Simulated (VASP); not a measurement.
# BiSb2O2 (P6/mmm) in VASP: notebook

The runs below take BiSb2O2 through single point, with PBE.

Program: VASP 6.6.1. These are calculated values, not measurements. Logs are shortened: lines on timing, memory, paths and dates and some standing lists are left out, and cuts for length are marked.

### Step 1. The cell of the first run

Symmetry: P6/mmm, No. 191, hexagonal system. Conventional cell: a = 4.748 Å, b = 4.748 Å, c = 6.057 Å, α = 90.00°, β = 90.00°, γ = 120.00°. Sb (site symmetry -6m2) has 3 Sb at 2.74 Å and 3 Bi at 2.74 Å and 6 O at 3.17 Å within 3.6 Å. Within 2.1 Å of Bi (site symmetry 6/mmm) lie 2 O at 1.59 Å. Within 2.1 Å of O (site symmetry 6mm) lie 1 Bi at 1.59 Å.

### Step 2. Single point, PBE

The input, INCAR:

```
ALGO     = Normal         # electronic algorithm
EDIFF    = 1E-6           # SCF threshold, eV
ENCUT    = 520            # plane-wave cutoff, eV
GGA      = PE             # functional
ISIF     = 2              # what is computed and relaxed
ISMEAR   = 0              # smearing method
LASPH    = T              # aspherical terms in the spheres
LCHARG   = F              # write CHGCAR
LREAL    = F              # projectors in reciprocal space
LWAVE    = F              # write WAVECAR
NBANDS   = 26             # bands
NELM     = 80             # most SCF steps
PREC     = Accurate       # precision mode
SIGMA    = 0.1            # smearing width, eV
```

The input, KPOINTS:

```
k-points
0
Gamma
  6 6 4
```

The input, POSCAR:

```
BiSb2O2
1.0
    4.7482537800      0.0000000000      0.0000000000
   -2.3741268900      4.1121083900      0.0000000000
    0.0000000000      0.0000000000      6.0565042200
Sb Bi O
2 1 2
Direct
    0.3333333300      0.6666666700      0.0000000000
    0.6666666700      0.3333333300      0.0000000000
    0.0000000000      0.0000000000      0.0000000000
    0.0000000000      0.0000000000      0.2618030200
    0.0000000000      0.0000000000      0.7381969800
```

Potentials or basis: VASP PAW PBE potentials, release 64 (Sb, Bi_d, O).

On the command line:

```console
> cat potpaw_PBE.64/Sb/POTCAR potpaw_PBE.64/Bi_d/POTCAR potpaw_PBE.64/O/POTCAR > POTCAR
> mpirun -np 1 vasp_std > vasp.out
```

OUTCAR:

```text
EDIFF = 1E-6
   ENCUT = 520
   GGA = PE
   ISIF = 2
   ISMEAR = 0
   LASPH = T
   LREAL = F
   NELM = 80
   PREC = Accurate

 ion  position               nearest neighbor table
   1  0.333  0.667  0.000-   2 2.74   3 2.74   2 2.74   3 2.74   3 2.74   2 2.74
   2  0.667  0.333  0.000-   1 2.74   3 2.74   1 2.74   3 2.74   3 2.74   1 2.74
   3  0.000  0.000  0.000-   4 1.59   5 1.59   1 2.74   2 2.74   1 2.74   2 2.74   2 2.74   1 2.74

   4  0.000  0.000  0.262-   3 1.59
   5  0.000  0.000  0.738-   3 1.59

  LATTYP: Found a hexagonal cell.
 ALAT       =     4.7482537800
 C/A-ratio  =     1.2755224343

  Lattice vectors:

 A1 = (   4.7482537800,   0.0000000000,   0.0000000000)
 A2 = (  -2.3741268900,   4.1121083900,   0.0000000000)
 A3 = (   0.0000000000,   0.0000000000,   6.0565042200)

Analysis of symmetry for initial positions (statically):
=====================================================================
 Subroutine PRICEL returns:
 Original cell was already a primitive cell.

 Routine SETGRP: Setting up the symmetry group for a
 hexagonal supercell.

 Subroutine GETGRP returns: Found 24 space group operations
 (whereof 24 operations were pure point group operations)
 out of a pool of 24 trial point group operations.

The static configuration has the point symmetry D_6h.

Analysis of symmetry for dynamics (positions and initial velocities):
=====================================================================
 Subroutine PRICEL returns:
 Original cell was already a primitive cell.

 Routine SETGRP: Setting up the symmetry group for a
 hexagonal supercell.

 Subroutine GETGRP returns: Found 24 space group operations
 (whereof 24 operations were pure point group operations)
 out of a pool of 24 trial point group operations.

The dynamic configuration has the point symmetry D_6h.

 Subroutine INISYM returns: Found 24 space group operations
 (whereof 24 operations are pure point group operations),
 and found     1 'primitive' translations

----------------------------------------------------------------------------------------

                                     Primitive cell

  volume of cell :     118.2553

  direct lattice vectors                    reciprocal lattice vectors
     4.748253780  0.000000000  0.000000000     0.210603739  0.121592126  0.000000000
    -2.374126890  4.112108390  0.000000000     0.000000000  0.243184251  0.000000000
     0.000000000  0.000000000  6.056504220     0.000000000  0.000000000  0.165111748

  length of vectors
     4.748253780  4.748253774  6.056504220     0.243184251  0.243184251  0.165111748

  position of ions in fractional coordinates (direct lattice)
     0.333333330  0.666666670  0.000000000
     0.666666670  0.333333330  0.000000000
     0.000000000  0.000000000  0.000000000
     0.000000000  0.000000000  0.261803020
     0.000000000  0.000000000  0.738196980

  ion indices of the primitive-cell ions
   primitive index   ion index
                 1           1
                 2           2
                 3           3
                 4           4
                 5           5

----------------------------------------------------------------------------------------

 KPOINTS: k-points

Automatic generation of k-mesh.
 Grid dimensions read from file:
 generate k-points for:    6    6    4

 Generating k-lattice:

  Cartesian coordinates                     Fractional coordinates (reciprocal lattice)
     0.035100623  0.020265354  0.000000000     0.166666667  0.000000000  0.000000000
     0.000000000  0.040530709  0.000000000     0.000000000  0.166666667  0.000000000
     0.000000000  0.000000000  0.041277937     0.000000000  0.000000000  0.250000000

  Length of vectors
     0.040530708  0.040530709  0.041277937

  Shift w.r.t. Gamma in fractional coordinates (k-lattice)
     0.000000000  0.000000000  0.000000000

 Subroutine IBZKPT returns following result:
 ===========================================

 Found     21 irreducible k-points:

 Following reciprocal coordinates:
            Coordinates               Weight
  0.000000  0.000000  0.000000      1.000000
  0.166667  0.000000  0.000000      6.000000
  0.333333  0.000000  0.000000      6.000000
  0.500000  0.000000  0.000000      3.000000
  0.166667  0.166667  0.000000      6.000000
  0.333333  0.166667  0.000000     12.000000
[... 13 lines left out ...]
  0.333333  0.166667  0.500000     12.000000
  0.333333  0.333333  0.500000      2.000000
   k-points           NKPTS =     21   k-points in BZ     NKDIM =     21   number of bands    NBANDS=     26
   number of dos      NEDOS =    301   number of ions     NIONS =      5
   total plane-waves  NPLWV =  62208
   dimension x,y,z NGX =    36 NGY =   36 NGZ =   48
   dimension x,y,z NGXF=    72 NGYF=   72 NGZF=   96
   ions per type =               2   1   2
   NGX,Y,Z   is equivalent  to a cutoff of  12.60, 12.60, 13.18 a.u.
   NGXF,Y,Z  is equivalent  to a cutoff of  25.21, 25.21, 26.35 a.u.
 SYSTEM =  unknown system
   PREC   = accura    normal or accurate (medium, high low for compatibility)
   ISTART =      0    job   : 0-new  1-cont  2-samecut
   ICHARG =      2    charge: 1-file 2-atom 10-const
   ISPIN  =      1    spin polarized calculation?
   LNONCOLLINEAR =      F non collinear calculations
   LSORBIT =      F    spin-orbit coupling
   LASPH  =      T    aspherical Exc in radial PAW
   ENCUT  =  520.0 eV  38.22 Ry    6.18 a.u.   8.83  8.83 11.26*2*pi/ulx,y,z
   NELM   =     80;   NELMIN=  2; NELMDL= -5     # of ELM steps
   EDIFF  = 0.1E-05   stopping-criterion for ELM
   LREAL  =      F    real-space projection
   EDIFFG = 0.1E-04   stopping-criterion for IOM
   NSW    =      0    number of steps for IOM
   IBRION =     -1    ionic relax: 0-MD 1-quasi-New 2-CG
   NFREE  =      0    steps in history (QN), initial steepest desc. (CG)
   ISIF   =      2    stress and relaxation
   ISYM   =      2    0-nonsym 1-usesym 2-fastsym
   POTIM  = 0.5000    time-step for ionic-motion
   TEBEG  =    0.0;   TEEND  =   0.0 temperature during run
   PSTRESS=    0.0 pullay stress
   NELECT =      37.0000    total number of electrons
   NUPDOWN=      -1.0000    fix difference up-down
   EMIN   =  10.00;   EMAX   =-10.00  energy-range for DOS
   EFERMI =   0.00;   METHOD = LEGACY
   ISMEAR =     0;   SIGMA  =   0.10  broadening in eV -4-tet -1-fermi 0-gaus
   EFERMI_NEDOS =   21; number of points for ismear=-14 and -15
   IALGO  =     38    algorithm
   IMIX   =      4    mixing-type and parameters
     AMIX     =   0.40;   BMIX     =  1.00
     AMIX_MAG =   1.60;   BMIX_MAG =  1.00
  volume/ion in A,a.u.               =      23.65       159.61
  Fermi-wavevector in a.u.,A,eV,Ry     =   1.111395  2.100233 16.805911  1.235200
  Thomas-Fermi vector in A             =   2.247958
   LORBIT       =      0    0 simple, 1 ext, 2 COOP (PROOUT), +10 PAW based schemes
   GGA     = PE    functional components
   LHFCALC =     F    Hartree Fock is set to
   AEXX    =    0.0000 exact exchange contribution
   IVDW    =     0    specifies the selected vdW correction
   LEPSILON=     F    determine dielectric tensor
   LRPA    =     F    only Hartree local field effects (RPA)
 non-spin polarized calculation
 Gauss-broadening in eV      SIGMA  =   0.10
  energy-cutoff  :      520.00
  volume of cell :      118.26
 maximum number of plane-waves:      3226
 NGX is ok and might be reduce to    36
   NGX = 17   NGY = 17   NGZ = 23

 number of electron      36.9999994 magnetization

 Free energy of the ion-electron system (eV)
  ---------------------------------------------------
  ext. energy  EPLUGINS =         0.00000000
  ---------------------------------------------------
  free energy    TOTEN  =        -7.64539191 eV

  energy without entropy =       -7.62634022  energy(sigma->0) =       -7.63586607

 E-fermi :   4.7587     XC(G=0):  -8.5387

 val. band max:        4.7502605164   @ k =   0.3333   0.3333   0.0000
 cond. band min:       4.7619340950   @ k =   0.1667   0.0000   0.5000
 fundamental gap:      0.0116735785
 Fermi energy:         4.7587484737

 k-point     1 :       0.0000    0.0000    0.0000
  band No.  band energies     occupation
      1     -23.3948      2.00000
      2     -19.4330      2.00000
      3     -19.4330      2.00000
      4     -19.4178      2.00000
      5     -19.4178      2.00000
      6     -15.0448      2.00000
[... 18 lines left out ...]
     25      11.2312      0.00000
     26      15.0938      0.00000

 k-point     2 :       0.1667    0.0000    0.0000
  band No.  band energies     occupation
      1     -23.3946      2.00000
      2     -19.4331      2.00000
      3     -19.4260      2.00000
      4     -19.4192      2.00000
      5     -19.4179      2.00000
      6     -15.0412      2.00000
[... 18 lines left out ...]
     25      12.1869      0.00000
     26      13.6829      0.00000

 k-point     3 :       0.3333    0.0000    0.0000
  band No.  band energies     occupation
      1     -23.3944      2.00000
      2     -19.4336      2.00000
      3     -19.4218      2.00000
      4     -19.4180      2.00000
      5     -19.4120      2.00000
      6     -15.0342      2.00000
[... 18 lines left out ...]
     25      11.4724      0.00000
     26      11.6407      0.00000

 k-point     4 :       0.5000    0.0000    0.0000
  band No.  band energies     occupation
      1     -23.3943      2.00000
      2     -19.4340      2.00000
      3     -19.4230      2.00000
      4     -19.4180      2.00000
      5     -19.4050      2.00000
      6     -15.0307      2.00000
[... 18 lines left out ...]
     25      10.8305      0.00000
     26      11.7169      0.00000
[... 409 lines left out ...]
      1     -23.3918      2.00000
      2     -19.4316      2.00000
      3     -19.4209      2.00000
      4     -19.4184      2.00000
      5     -19.4174      2.00000
      6     -15.0863      2.00000
[... 18 lines left out ...]
     25      12.1554      0.00000
     26      12.8425      0.00000

 k-point    20 :       0.3333    0.1667    0.5000
  band No.  band energies     occupation
      1     -23.3917      2.00000
      2     -19.4290      2.00000
      3     -19.4223      2.00000
      4     -19.4190      2.00000
      5     -19.4099      2.00000
      6     -15.0809      2.00000
[... 18 lines left out ...]
     25      11.8510      0.00000
     26      12.7651      0.00000

 k-point    21 :       0.3333    0.3333    0.5000
  band No.  band energies     occupation
      1     -23.3917      2.00000
      2     -19.4209      2.00000
      3     -19.4209      2.00000
      4     -19.4177      2.00000
      5     -19.4177      2.00000
      6     -15.0790      2.00000
[... 18 lines left out ...]
     25      11.6251      0.00000
     26      13.4861      0.00000

------------------------ aborting loop because EDIFF is reached ----------------------------------------

  FORCE on cell =-STRESS in cart. coord.  units (eV):
  Direction    XX          YY          ZZ          XY          YZ          ZX
  --------------------------------------------------------------------------------------
  -------------------------------------------------------------------------------------
  Total       35.2023709     35.2023707     71.1576920      0.0000000     -0.0000000      0.0000000
  in kB      476.9380765    476.9380748    964.0774729      0.0000000     -0.0000000      0.0000000
  external PRESSURE =     639.3178748 kB  Pullay stress =       0.0000000 kB

 VOLUME and BASIS-vectors are now :
 -----------------------------------------------------------------------------
  energy-cutoff  :      520.00
  volume of cell :      118.26
      direct lattice vectors                 reciprocal lattice vectors
     4.748253780  0.000000000  0.000000000     0.210603739  0.121592126  0.000000000
    -2.374126890  4.112108390  0.000000000     0.000000000  0.243184251  0.000000000
     0.000000000  0.000000000  6.056504220     0.000000000  0.000000000  0.165111748

 POSITION                                       TOTAL-FORCE (eV/Angst)
 -----------------------------------------------------------------------------------
     -0.00000      2.74141      0.00000         0.000000     -0.000000      0.000000
      2.37413      1.37070      0.00000        -0.000000      0.000000      0.000000
      0.00000      0.00000      0.00000         0.000000      0.000000      0.000000
      0.00000      0.00000      1.58561         0.000000      0.000000     22.207860
      0.00000      0.00000      4.47089         0.000000     -0.000000    -22.207860
 -----------------------------------------------------------------------------------
    total drift:                               -0.000000      0.000000     -0.000000

  FREE ENERGIE OF THE ION-ELECTRON SYSTEM (eV)
  ---------------------------------------------------
  free  energy   TOTEN  =        -7.6453919116 eV

  energy  without entropy=       -7.6263402234  energy(sigma->0) =       -7.63586607
```

Wall time 77 s (1 thread of Intel Xeon 6975P-C, shared host); peak memory 0.27 GiB.

What came out:

```
Free energy   : -7.6454 eV
Pressure      : 63.9 GPa
Largest force : 22.208 eV/Å
```

Forces on the atoms (eV/Å):
```
Sb    0.000   0.000   0.000
Sb    0.000   0.000   0.000
Bi    0.000   0.000   0.000
O     0.000   0.000  22.208
O     0.000   0.000 -22.208
```

Stress tensor (GPa, compression positive):
```
47.69  0.00  0.00
 0.00 47.69  0.00
 0.00  0.00 96.41
```

Levels at points of the mesh, in eV from the Fermi level:
```
           k point  band 17  band 18  band 19  band 20  band 21  band 22
(0.00, 0.00, 0.00)    -2.33    -2.33    -0.79    -0.79     2.53     4.30
(0.50, 0.00, 0.00)    -0.45    -0.28    -0.07     2.46     3.49     3.95
(0.00, 0.00, 0.50)    -2.47    -2.47    -0.71    -0.71     2.43     5.12
(0.50, 0.00, 0.50)    -0.59    -0.13     0.01     2.63     3.50     4.03
```

Caveat: spin-orbit coupling is left out, which moves the levels of the heavy elements; an odd number of electrons without spin polarisation forces a metal; a magnetic or distorted state may lie lower.

### Step 3. Single point, PBE

This run uses another cell than the first one, of 31.84 Å³/atom, 1.346 times its volume.

The input, INCAR:

```
ALGO = Normal
EDIFF = 1E-7
ENCUT = 520
GGA = PE
ISIF = 2
ISMEAR = 0
LASPH = True
LCHARG = False
LREAL = False
LWAVE = False
NBANDS = 26
NELM = 100
PREC = Accurate
SIGMA = 0.1
```

KPOINTS is that of step 2.

The input, POSCAR:

```
BiSb2O2
1.0
    5.6048466118      0.0000000000      0.0000000000
   -2.8024233059      4.8539395501      0.0000000000
    0.0000000000      0.0000000000      5.8524755647
Sb Bi O
2 1 2
Direct
    0.3333333333      0.6666666667      0.0000000000
    0.6666666667      0.3333333333      0.0000000000
    0.0000000000      0.0000000000      0.0000000000
    0.0000000000      0.0000000000      0.3859976531
    0.0000000000      0.0000000000      0.6140023469
```

Potentials or basis: VASP PAW PBE potentials, release 64 (Sb, Bi_d, O).

On the command line:

```console
> cat potpaw_PBE.64/Sb/POTCAR potpaw_PBE.64/Bi_d/POTCAR potpaw_PBE.64/O/POTCAR > POTCAR
> mpirun -np 1 vasp_std > vasp.out
```

Run time: 2.5 min. Hardware: 1 thread of Intel Xeon 6975P-C, shared host; peak memory 0.33 GiB.

Results (log left out):

| Item | Value |
| --- | --- |
| Free energy | -19.9862 eV |
| Pressure | 0.2 GPa |
| Largest force | 0.369 eV/Å |

Forces in eV/Å, atoms in the order of the input:
```
Sb   0.000  0.000  0.000
Sb   0.000  0.000  0.000
Bi   0.000  0.000  0.000
O    0.000  0.000 -0.369
O    0.000  0.000  0.369
```

Stress tensor (GPa, compression positive):
```
0.10 0.00 0.00
0.00 0.10 0.00
0.00 0.00 0.36
```

Levels at points of the mesh, in eV from the Fermi level:
```csv
k point,band 16,band 17,band 18,band 19,band 20,band 21
"(0.00, 0.00, 0.00)",-2.61,-2.61,-1.98,-0.47,-0.47,1.33
"(0.50, 0.00, 0.00)",-0.50,-0.31,-0.23,0.05,0.17,1.25
"(0.00, 0.00, 0.50)",-2.76,-2.76,-1.98,0.05,0.05,1.12
"(0.50, 0.00, 0.50)",-1.03,-0.45,-0.34,-0.32,0.70,2.02
```

Caveat: spin-orbit coupling is left out, which moves the levels of the heavy elements; an odd number of electrons without spin polarisation forces a metal; a magnetic or distorted state may lie lower.
